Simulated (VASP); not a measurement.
# Pt (P6_3/mmc) in VASP: further runs

The runs below take Pt through relaxation of cell and atoms, with PBEsol.

Program: VASP 6.6.1. These are calculated values, not measurements. Logs are shortened: lines on timing, memory, paths and dates and some standing lists are left out, and cuts for length are marked.

## (1) The cell of the first run

The structure is hexagonal, space group P6_3/mmc (No. 194). The conventional cell has a = 2.761 Å, b = 2.761 Å, c = 4.792 Å, α = 90.00°, β = 90.00°, γ = 120.00°. Pt (site symmetry -6m2) has 12 Pt at 2.76 to 2.88 Å within 3.6 Å.

## (2) Relaxation of cell and atoms, PBEsol

INCAR

```
SYSTEM = Pt
  ALGO = Normal
  EDIFF = 1E-6
  EDIFFG = -0.02
  ENCUT = 600
  GGA = PS
  IBRION = 2
  ISIF = 3
  ISMEAR = 0
  LASPH = .True.
  LCHARG = .False.
  LREAL = .False.
  LWAVE = .False.
  NELM = 100
  NSW = 80
  PREC = Accurate
  SIGMA = 0.1
```

KPOINTS

```
k-points
0
Gamma
  11 11 6
  0 0 0
```

POSCAR

```
Pt
1.0
    2.7606700000      0.0000000000      0.0000000000
   -1.3803300000      2.3908100000      0.0000000000
    0.0000000000      0.0000000000      4.7921300000
Pt
2
Direct
    0.6666666667      0.3333333333      0.7500000000
    0.3333333333      0.6666666667      0.2500000000
```

Potentials or basis: VASP PAW PBE potentials, release 64 (Pt).

Started as:

```
$ cat potpaw_PBE.64/Pt/POTCAR > POTCAR
$ mpirun -np 1 vasp_std > vasp.out
```

OUTCAR:

```text
SYSTEM = Pt
   EDIFF = 1E-6
   EDIFFG = -0.02
   ENCUT = 600
   GGA = PS
   IBRION = 2
   ISIF = 3
   ISMEAR = 0
   LASPH = .True.
   LREAL = .False.
   NELM = 100
   NSW = 80
   PREC = Accurate

 ion  position               nearest neighbor table
   1  0.667  0.333  0.750-   2 2.88   2 2.88   2 2.88   2 2.88   2 2.88   2 2.88
   2  0.333  0.667  0.250-   1 2.88   1 2.88   1 2.88   1 2.88   1 2.88   1 2.88

  LATTYP: Found a hexagonal cell.
 ALAT       =     2.7606700000
 C/A-ratio  =     1.7358575998

  Lattice vectors:

 A1 = (   2.7606700000,   0.0000000000,   0.0000000000)
 A2 = (  -1.3803300000,   2.3908100000,   0.0000000000)
 A3 = (   0.0000000000,   0.0000000000,   4.7921300000)

Analysis of symmetry for initial positions (statically):
=====================================================================
 Subroutine PRICEL returns:
 Original cell was already a primitive cell.

 Routine SETGRP: Setting up the symmetry group for a
 hexagonal supercell.

 Subroutine GETGRP returns: Found 24 space group operations
 (whereof 12 operations were pure point group operations)
 out of a pool of 24 trial point group operations.

The static configuration has the point symmetry D_3d.
 The point group associated with its full space group is D_6h.

Analysis of symmetry for dynamics (positions and initial velocities):
=====================================================================
 Subroutine PRICEL returns:
 Original cell was already a primitive cell.

 Routine SETGRP: Setting up the symmetry group for a
 hexagonal supercell.

 Subroutine GETGRP returns: Found 24 space group operations
 (whereof 12 operations were pure point group operations)
 out of a pool of 24 trial point group operations.

The dynamic configuration has the point symmetry D_3d.
 The point group associated with its full space group is D_6h.

 Subroutine INISYM returns: Found 24 space group operations
 (whereof 12 operations are pure point group operations),
 and found     1 'primitive' translations

----------------------------------------------------------------------------------------

                                     Primitive cell

  volume of cell :      31.6292

  direct lattice vectors                    reciprocal lattice vectors
     2.760670000  0.000000000  0.000000000     0.362230908  0.209133385  0.000000000
    -1.380330000  2.390810000  0.000000000     0.000000000  0.418268286  0.000000000
     0.000000000  0.000000000  4.792130000     0.000000000  0.000000000  0.208675474

[... 100 lines left out ...]
   IALGO  =     38    algorithm
   IMIX   =      4    mixing-type and parameters
     AMIX     =   0.40;   BMIX     =  1.00
     AMIX_MAG =   1.60;   BMIX_MAG =  1.00
  volume/ion in A,a.u.               =      15.81       106.72
  Fermi-wavevector in a.u.,A,eV,Ry     =   1.405148  2.655345 26.863905  1.974441
  Thomas-Fermi vector in A             =   2.527638
   LORBIT       =      0    0 simple, 1 ext, 2 COOP (PROOUT), +10 PAW based schemes
   GGA     = PS    functional components
   LHFCALC =     F    Hartree Fock is set to
   AEXX    =    0.0000 exact exchange contribution
   IVDW    =     0    specifies the selected vdW correction
   LEPSILON=     F    determine dielectric tensor
   LRPA    =     F    only Hartree local field effects (RPA)
 conjugate gradient relaxation of ions
 non-spin polarized calculation
 Gauss-broadening in eV      SIGMA  =   0.10
  energy-cutoff  :      600.00
  volume of cell :       31.63
 maximum number of plane-waves:      1081
 NGX is ok and might be reduce to    24
   NGX = 11   NGY = 11   NGZ = 19

--------------------------------------- Ionic step        1  -------------------------------------------

 number of electron      20.0000015 magnetization

 Free energy of the ion-electron system (eV)
  ---------------------------------------------------
  ext. energy  EPLUGINS =         0.00000000
  ---------------------------------------------------
  free energy    TOTEN  =       -13.74743570 eV

  energy without entropy =      -13.72352176  energy(sigma->0) =      -13.73547873

------------------------ aborting loop because EDIFF is reached ----------------------------------------

  FORCE on cell =-STRESS in cart. coord.  units (eV):
  Direction    XX          YY          ZZ          XY          YZ          ZX
  --------------------------------------------------------------------------------------
  -------------------------------------------------------------------------------------
  Total       -2.1018771     -2.1018764     -2.2993941     -0.0000044      0.0000000      0.0000000
  in kB     -106.4706104   -106.4705791   -116.4758389     -0.0002227      0.0000000      0.0000000
  external PRESSURE =    -109.8056761 kB  Pullay stress =       0.0000000 kB
[... 275 lines left out ...]
--------------------------------------- Ionic step        9  -------------------------------------------

 number of electron      20.0000012 magnetization

 Free energy of the ion-electron system (eV)
  ---------------------------------------------------
  ext. energy  EPLUGINS =         0.00000000
  ---------------------------------------------------
  free energy    TOTEN  =       -13.79829350 eV

  energy without entropy =      -13.77470598  energy(sigma->0) =      -13.78649974

 E-fermi :  11.0193     XC(G=0): -13.6087

 val. band max:       11.0081431014   @ k =   0.3636   0.0000   0.1667
 cond. band min:      11.0234801122   @ k =   0.2727   0.0909   0.1667
 fundamental gap:      0.0153370108
 Fermi energy:        11.0193364479

 k-point     1 :       0.0000    0.0000    0.0000
  band No.  band energies     occupation
      1       0.7767      2.00000
      2       3.5332      2.00000
      3       6.8698      2.00000
      4       7.3530      2.00000
      5       7.3531      2.00000
      6       7.7692      2.00000
      7       7.7692      2.00000
      8       9.0028      2.00000
      9       9.0028      2.00000
     10      10.1200      2.00000
     11      10.7815      1.99923
     12      10.7815      1.99923
     13      16.1060      0.00000
     14      25.9794      0.00000
[... 377 lines left out ...]
      1       2.8979      2.00000
      2       5.0123      2.00000
      3       6.1871      2.00000
      4       6.3501      2.00000
      5       7.0061      2.00000
      6       7.5980      2.00000
      7       8.3589      2.00000
      8       8.6232      2.00000
      9       9.2935      2.00000
     10       9.4116      2.00000
     11      10.8092      1.99704
     12      13.7838      0.00000
     13      18.3912      0.00000
     14      24.5697      0.00000

 [... further k-points ...]
[... 5 lines left out ...]
  --------------------------------------------------------------------------------------
  -------------------------------------------------------------------------------------
  Total        0.0034070      0.0034070      0.0002781      0.0000000      0.0000000      0.0000000
  in kB        0.1804935      0.1804935      0.0147313      0.0000004      0.0000000      0.0000000
  external PRESSURE =       0.1252394 kB  Pullay stress =       0.0000000 kB
[... 17 lines left out ...]
  FREE ENERGIE OF THE ION-ELECTRON SYSTEM (eV)
  ---------------------------------------------------
  free  energy   TOTEN  =       -13.7982935013 eV

  energy  without entropy=      -13.7747059819  energy(sigma->0) =      -13.78649974

 reached required accuracy - stopping structural energy minimisation
```

OSZICAR:

```text
N       E                     dE             d eps       ncg     rms          rms(c)
DAV:   1     0.112672100114E+03    0.11267E+03   -0.11569E+04  1792   0.154E+03
DAV:   2    -0.124481993284E+02   -0.12512E+03   -0.11953E+03  1996   0.292E+02
[... 63 lines left out ...]
   8 F= -.13798188E+02 E0= -.13786358E+02  d E =0.890081E-04
       N       E                     dE             d eps       ncg     rms          rms(c)
DAV:   1    -0.137989833697E+02   -0.79567E-03   -0.14083E-02  1798   0.123E+00    0.184E-01
DAV:   2    -0.137983234210E+02    0.65995E-03   -0.13555E-03  1798   0.364E-01    0.722E-02
DAV:   3    -0.137982895201E+02    0.33901E-04   -0.11850E-04  1960   0.102E-01    0.387E-02
DAV:   4    -0.137982934599E+02   -0.39398E-05   -0.72788E-06  1918   0.208E-02    0.216E-03
DAV:   5    -0.137982935013E+02   -0.41395E-07   -0.33059E-07   920   0.567E-03
   9 F= -.13798294E+02 E0= -.13786500E+02  d E =-.168165E-04
```

CONTCAR:

```text
Pt
   1.00000000000000
     2.7307992291308114   -0.0000000635157769    0.0000000000000000
    -1.3653947236722561    2.3649411968905700   -0.0000000000000000
    -0.0000000000000000    0.0000000000000000    4.6827931675562136
  Pt
     2
Direct
     0.6666666667000030    0.3333333332999970    0.7500000000000000
     0.3333333332999970    0.6666666667000030    0.2500000000000000

  0.00000000E+00  0.00000000E+00  0.00000000E+00
  0.00000000E+00  0.00000000E+00  0.00000000E+00
```

It took 86 s on 1 thread of AMD EPYC 9R45 (Zen 5), shared host; peak memory 0.15 GiB.

Results:

| Item | Value |
| --- | --- |
| Free energy | -13.7983 eV |
| Relaxed volume | 15.12 Å³/atom |
| Relaxed cell | a = 2.731 Å, b = 2.731 Å, c = 4.683 Å, α = 90.00°, β = 90.00°, γ = 120.00° |
| Space group after relaxing (to 0.05 Å) | P6_3/mmc (No. 194) |
| Energy gained by relaxing | 25.4 meV/atom |
| Ionic steps | 9 |
| Pressure after relaxing | 0.0 GPa |
| Band gap on the k mesh | zero (band 10 reaches 11.42 eV, above the bottom of band 11 at 10.16 eV) |

Step by step:
| step | energy change (eV) | largest force (eV/Å) | pressure (GPa) | volume (Å³) |
| --- | --- | --- | --- | --- |
| 1 | 0.0000 | 0.0000 | -10.98 | 31.63 |
| 2 | 0.3687 | 0.0000 | 45.47 | 26.92 |
| 3 | -0.0489 | 0.0000 | -0.50 | 30.33 |
| 4 | -0.0490 | 0.0000 | -0.03 | 30.28 |
| 5 | -0.0490 | 0.0000 | 0.21 | 30.25 |
| 6 | -0.0508 | 0.0000 | 0.24 | 30.22 |
| 7 | -0.0508 | 0.0000 | 0.24 | 30.22 |
| 8 | -0.0508 | 0.0000 | -0.56 | 30.30 |
| 9 | -0.0509 | 0.0000 | 0.01 | 30.24 |

Final structure:
```yaml
crystal:
  lattice:
    - [2.73080, 0.00000, 0.00000]
    - [-1.36539, 2.36494, 0.00000]
    - [0.00000, 0.00000, 4.68279]
  atoms:
    - { symbol: Pt, position: [0.66667, 0.33333, 0.75000] }
    - { symbol: Pt, position: [0.33333, 0.66667, 0.25000] }
```

Levels at points of the mesh, in eV from the Fermi level:
```
           k point  band 8  band 9  band 10  band 11  band 12  band 13
(0.00, 0.00, 0.00)   -2.02   -2.02    -0.90    -0.24    -0.24     5.09
(0.00, 0.00, 0.50)   -3.67   -0.86    -0.86    -0.86    -0.86    12.43
```

Caveat: the PAW data sets were made with another functional, which shifts forces and pressure a little; spin-orbit coupling is left out, which moves the levels of the heavy elements.

## (3) Relaxation of cell and atoms, PBEsol, target pressure 15 GPa, at which the enthalpy is minimised

INCAR

```
PREC = Accurate
ENCUT = 600
EDIFF = 1E-7
ISMEAR = 0
SIGMA = 0.1
LREAL = False
LASPH = True
NELM = 80
ALGO = Normal
ISIF = 3
LWAVE = False
LCHARG = False
GGA = PS
IBRION = 2
NSW = 80
EDIFFG = -0.02
PSTRESS = 150.0
```

KPOINTS

```
regular mesh
0
Gamma
  11 11 6
```

POSCAR is that of step 2.

Potentials or basis: VASP PAW PBE potentials, release 64 (Pt).

Started as:

```
$ cat potpaw_PBE.64/Pt/POTCAR > POTCAR
$ mpirun -np 1 vasp_std > vasp.out
```

It took 90 s on 1 thread of AMD EPYC 9R45 (Zen 5), shared host; peak memory 0.16 GiB.

Results (log left out):

| Item | Value |
| --- | --- |
| Free energy | -13.7352 eV |
| Relaxed volume | 14.42 Å³/atom |
| Relaxed cell | a = 2.693 Å, b = 2.693 Å, c = 4.591 Å, α = 90.00°, β = 90.00°, γ = 120.00° |
| Space group after relaxing (to 0.05 Å) | P6_3/mmc (No. 194) |
| Energy change on relaxing (the enthalpy is what falls) | +6.1 meV/atom |
| Ionic steps | 7 |
| Pressure after relaxing | 15.2 GPa |
| Band gap on the k mesh | zero (band 10 reaches 12.38 eV, above the bottom of band 11 at 11.02 eV) |

Step by step:
```
step  energy change (eV)  largest force (eV/Å)  pressure (GPa)  volume (Å³)
   1              0.0000                0.0000          -10.98        31.63
   2              4.8836                0.0000          251.93        21.28
   3             -0.0131                0.0000           11.20        29.21
   4              0.0015                0.0000           13.48        29.02
   5              0.0128                0.0000           15.06        28.89
   6              0.0132                0.0000           15.25        28.83
   7              0.0123                0.0000           15.20        28.84
```

Final structure:
```
CELL_PARAMETERS angstrom
2.69332 0.00000 0.00000
-1.34665 2.33248 0.00000
0.00000 0.00000 4.59084
ATOMIC_POSITIONS crystal
Pt 0.66667 0.33333 0.75000
Pt 0.33333 0.66667 0.25000
```

Levels at points of the mesh, in eV from the Fermi level:
```
           k point  band 7  band 8  band 9  band 10  band 11  band 12  band 13  band 14
(0.00, 0.00, 0.00)   -3.50   -2.24   -2.24    -1.07    -0.27    -0.27     5.50    14.81
(0.00, 0.00, 0.50)   -3.97   -3.97   -0.94    -0.94    -0.94    -0.94    12.85    12.85
```

Caveat: the cell is relaxed towards a set pressure, so the enthalpy falls and the energy may rise; the PAW data sets were made with another functional, which shifts forces and pressure a little; spin-orbit coupling is left out, which moves the levels of the heavy elements.

## (4) Relaxation of cell and atoms, PBEsol, target pressure 30 GPa, at which the enthalpy is minimised

INCAR

```
SYSTEM = Pt
ALGO = Normal
EDIFF = 1E-7
EDIFFG = -0.02
ENCUT = 600
GGA = PS
IBRION = 2
ISIF = 3
ISMEAR = 0
LASPH = .True.
LCHARG = .False.
LREAL = .False.
LWAVE = .False.
NELM = 80
NSW = 80
PREC = Accurate
PSTRESS = 300.0
SIGMA = 0.1
```

KPOINTS

```
k-points
0
Gamma
  11 11 6
  0 0 0
```

POSCAR is that of step 3.

Started as:

```
$ cat potpaw_PBE.64/Pt/POTCAR > POTCAR
$ mpirun -np 1 vasp_std > vasp.out
```

Wall time 1.9 min (1 thread of AMD EPYC 9R45 (Zen 5), shared host); peak memory 0.16 GiB.

It converged, with:

* Free energy: -13.5882 eV
* Relaxed volume: 13.89 Å³/atom
* Relaxed cell: a = 2.664 Å, b = 2.664 Å, c = 4.522 Å, α = 90.00°, β = 90.00°, γ = 120.00°
* Space group after relaxing (to 0.05 Å): P6_3/mmc (No. 194)
* Energy change on relaxing (the enthalpy is what falls): +79.6 meV/atom
* Ionic steps: 10
* Pressure after relaxing: 30.0 GPa
* Band gap on the k mesh: zero (band 10 reaches 13.17 eV, above the bottom of band 11 at 11.72 eV)

The path:
```csv
step,energy change (eV),largest force (eV/Å),pressure (GPa),volume (Å³)
1,0.0000,0.0000,-10.98,31.63
2,19.2229,0.0000,811.04,16.49
3,0.0435,0.0000,18.81,28.60
4,0.0896,0.0000,23.63,28.25
5,0.1634,0.0000,30.25,27.81
6,0.1499,0.0000,29.10,27.89
7,0.1566,0.0000,29.63,27.80
8,0.1524,0.0000,29.43,27.82
9,0.1833,0.0000,32.00,27.66
10,0.1593,0.0000,30.03,27.79
```

Final structure:
```yaml
crystal:
  lattice:
    - [2.66359, 0.00000, 0.00000]
    - [-1.33179, 2.30673, 0.00000]
    - [0.00000, 0.00000, 4.52219]
  atoms:
    - { symbol: Pt, position: [0.66667, 0.33333, 0.75000] }
    - { symbol: Pt, position: [0.33333, 0.66667, 0.25000] }
```

Levels at points of the mesh, in eV from the Fermi level:
```
           k point  band 8  band 9  band 10  band 11  band 12  band 13
(0.00, 0.00, 0.00)   -2.42   -2.42    -1.21    -0.30    -0.30     5.84
(0.00, 0.00, 0.50)   -4.23   -1.01    -1.01    -1.01    -1.01    13.11
```

Caveat: the cell is relaxed towards a set pressure, so the enthalpy falls and the energy may rise; the PAW data sets were made with another functional, which shifts forces and pressure a little; spin-orbit coupling is left out, which moves the levels of the heavy elements.

(Part 1 of 2 ends here.)
